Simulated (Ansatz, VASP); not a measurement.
AlN: VASP beside Ansatz

File INCAR:

```
  ALGO = Normal
  EDIFF = 1E-7
  EDIFFG = -0.01
  ENCUT = 520
  IBRION = 2
  ISIF = 2
  ISMEAR = 0
  LASPH = True
  LCHARG = False
  LREAL = False
  LWAVE = False
  NELM = 60
  NSW = 50
  PREC = Accurate
  SIGMA = 0.05
```

The input KPOINTS:

```
k-points
0
Gamma
  9 9 6
```

POSCAR

```
AlN
1.0
    3.0886152983      0.0000000000      0.0000000000
   -1.5443076491      2.6748193108      0.0000000000
    0.0000000000      0.0000000000      4.5481000000
Al N
2 2
Direct
    0.3333333333      0.6666666667      0.0015210172
    0.6666666667      0.3333333333      0.5015210172
    0.3333333333      0.6666666667      0.3834789828
    0.6666666667      0.3333333333      0.8834789828
```

Input for Ansatz:

```yaml
crystal:
  lattice:
    - [3.0886152983, 0.0, 0.0]
    - [-1.5443076491, 2.6748193108, 0.0]
    - [0.0, 0.0, 4.5481]
  atoms:
    - { symbol: Al, position: [0.3333333333, 0.6666666667, 0.0015210172] }
    - { symbol: Al, position: [0.6666666667, 0.3333333333, 0.5015210172] }
    - { symbol: "N", position: [0.3333333333, 0.6666666667, 0.3834789828] }
    - { symbol: "N", position: [0.6666666667, 0.3333333333, 0.8834789828] }
basis:
  ecutwfc: 520.0
kpoints:
  mp_grid: { grid: [9, 9, 6] }
hamiltonian:
  xc: lda
  pseudopotentials: { kind: paw, azcp: { folder: soft_1 } }
scf:
  occupations: { method: gaussian, width: 0.05 }
output:
  forces: true
  stress: true
  eigenvalues: true
relax:
  adjacent_minimum: "off"
  f_tol: 0.01
  max_steps: 30
```

Alike in both runs: task relaxation of the atoms; functional LDA; k mesh 9 × 9 × 6; occupations gaussian, width 0.05 eV; no spin polarisation.

```csv
,VASP,Ansatz
version,VASP 6.6.1,Ansatz 0.2.0
potentials or method,"VASP PAW LDA potentials, release 64 (Al, N), cutoff 520 eV","scalar-relativistic, plane waves, PAW"
valence electrons in the cell,16,16
```

|  | VASP | Ansatz | Ansatz less VASP |
| --- | --- | --- | --- |
| gap on the k mesh at the Fermi level, each at its own relaxed structure (eV) | 4.53 | 4.53 | -0.006 |

Ansatz warns that its potentials were made for another functional, while VASP's fit it. LDA's correlation is that of Perdew and Zunger in VASP and of Perdew and Wang (1992) in Ansatz. Ansatz's warnings: stress scf threshold loose.
